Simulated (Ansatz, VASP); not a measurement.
SiGe: VASP beside Ansatz

The input INCAR:

```
SYSTEM = SiGe
  PREC = Accurate
  ENCUT = 520
  EDIFF = 1E-7
  ISMEAR = 0
  SIGMA = 0.03
  LREAL = .FALSE.
  LASPH = .TRUE.
  NELM = 80
  ALGO = Normal
  ISIF = 2
  LWAVE = .FALSE.
  LCHARG = .FALSE.
  GGA = PS
  NBANDS = 26
```

The input KPOINTS:

```
regular mesh
0
G
  12 12 6
  0 0 0
```

POSCAR

```
SiGe
1.0
    3.9348495701      0.0000000000      0.0000000000
   -1.9674247851      3.4076796878      0.0000000000
    0.0000000000      0.0000000000      6.4999556106
Si Ge
2 2
Direct
    0.6666666667      0.3333333333      0.8745463082
    0.3333333333      0.6666666667      0.3745463082
    0.6666666667      0.3333333333      0.5004526918
    0.3333333333      0.6666666667      0.0004526918
```

Input for Ansatz:

```yaml
crystal:
  lattice:
    - [3.9348495701, 0.0, 0.0]
    - [-1.9674247851, 3.4076796878, 0.0]
    - [0.0, 0.0, 6.4999556106]
  atoms:
    - { symbol: Si, position: [0.6666666667, 0.3333333333, 0.8745463082] }
    - { symbol: Si, position: [0.3333333333, 0.6666666667, 0.3745463082] }
    - { symbol: Ge, position: [0.6666666667, 0.3333333333, 0.5004526918] }
    - { symbol: Ge, position: [0.3333333333, 0.6666666667, 0.0004526918] }
basis:
  ecutwfc: 420
kpoints:
  mp_grid: { grid: [12, 12, 6] }
hamiltonian:
  xc: pbesol
  pseudopotentials: { kind: paw, azcp: { folder: soft_1 } }
scf:
  occupations: { method: gaussian, width: 0.03 }
output:
  forces: true
  stress: true
  eigenvalues: true
```

Alike in both runs: task single point; functional PBEsol; k mesh 12 × 12 × 6; occupations gaussian, width 0.03 eV; no spin polarisation.

```csv
,VASP,Ansatz
version,VASP 6.6.1,Ansatz 0.2.0
potentials or method,"VASP PAW PBE potentials, release 64 (Si, Ge_d), cutoff 520 eV","scalar-relativistic, plane waves, PAW"
valence electrons in the cell,36,36
```

Ansatz gave:

```
gap on the k mesh at the Fermi level (eV) : 0.33
least direct gap on the mesh (eV)         : 0.33
pressure (GPa)                            : -2.0
rms of the force components (eV/Å)        : 0.005
```

**Question.** What did VASP give for the same quantities?

**Answer.** gap on the k mesh at the Fermi level (eV): 0.34; least direct gap on the mesh (eV): 0.34; pressure (GPa): -2.0; rms of the force components (eV/Å): 0.005.

VASP's potentials were made for PBE, not for PBEsol, and Ansatz warns of the same on its side. Atom by atom the forces differ by 0.000 eV/Å (rms over components).
